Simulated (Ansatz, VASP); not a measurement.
# Two plane-wave programs on AlN

Contents of INCAR:

```
SYSTEM = AlN
  PREC = Accurate
  ENCUT = 520
  EDIFF = 1E-7
  ISMEAR = -1
  SIGMA = 0.05
  LREAL = .False.
  LASPH = .True.
  NELM = 60
  ALGO = Normal
  ISIF = 2
  LWAVE = .False.
  LCHARG = .False.
  GGA = CA
  NBANDS = 16
```

KPOINTS

```
regular mesh
0
Gamma
  9 9 7
  0 0 0
```

Contents of POSCAR:

```
AlN
1.0
    3.3121157418      0.0000000000      0.0000000000
   -1.6560578709      2.8683763727      0.0000000000
    0.0000000000      0.0000000000      4.1875630000
Al N
2 2
Direct
    0.6666666667      0.3333333333      0.2500000000
    0.3333333333      0.6666666667      0.7500000000
    0.6666666667      0.3333333333      0.7500000000
    0.3333333333      0.6666666667      0.2500000000
```

The input input.yaml:

```yaml
crystal:
  lattice:
    - [3.3121157418, 0.0, 0.0]
    - [-1.6560578709, 2.8683763727, 0.0]
    - [0.0, 0.0, 4.187563]
  atoms:
    - { symbol: Al, position: [0.6666666667, 0.3333333333, 0.25] }
    - { symbol: Al, position: [0.3333333333, 0.6666666667, 0.75] }
    - { symbol: "N", position: [0.6666666667, 0.3333333333, 0.75] }
    - { symbol: "N", position: [0.3333333333, 0.6666666667, 0.25] }
hamiltonian:
  xc: lda
  pseudopotentials: { kind: paw }
kpoints:
  mp_grid: { grid: [9, 9, 7] }
  band_path:
    path:
      - [[0.0, 0.0, 0.0], [0.5, 0.0, 0.0], [0.3333333333, 0.3333333333, 0.0], [0.0, 0.0, 0.0], [0.0, 0.0, 0.5], [0.5, 0.0, 0.5], [0.3333333333, 0.3333333333, 0.5], [0.0, 0.0, 0.5]]
      - [[0.5, 0.0, 0.5], [0.5, 0.0, 0.0]]
      - [[0.3333333333, 0.3333333333, 0.0], [0.3333333333, 0.3333333333, 0.5]]
    npoints: 14
scf:
  occupations: { method: fermi_dirac, width: 0.05 }
  n_extra_bands: 10
output:
  forces: true
  stress: true
  eigenvalues: true
  fatbands: true
  write_density: true
  write_potential: true
  elf: true
  volumetric_format: npy
```

Alike in both runs: functional LDA; k mesh 9 × 9 × 7; occupations fermi-dirac, width 0.05 eV; no spin polarisation.

|  | VASP | Ansatz |
| --- | --- | --- |
| version | VASP 6.6.1 | Ansatz 0.2.0 |
| potentials or method | VASP PAW LDA potentials, release 64 (Al, N) | Ansatz PAW |
| plane-wave cutoff (eV) | 520 | 420 |
| valence electrons in the cell | 16 | 16 |
| task | single point | band structure |

Ansatz gave:

```
gap on the k mesh at the Fermi level (eV)                     : 3.28
least direct gap on the mesh (eV)                             : 3.28
pressure (GPa)                                                : -8.7
traceless stress, the component that is largest in VASP (GPa) : -0.12
```

Q: Which values does VASP return?

A: gap on the k mesh at the Fermi level (eV): 3.29; least direct gap on the mesh (eV): 3.29; pressure (GPa): -8.2; traceless stress, the component that is largest in VASP (GPa): -0.32.

LDA's correlation is that of Perdew and Zunger in VASP and of Perdew and Wang (1992) in Ansatz.
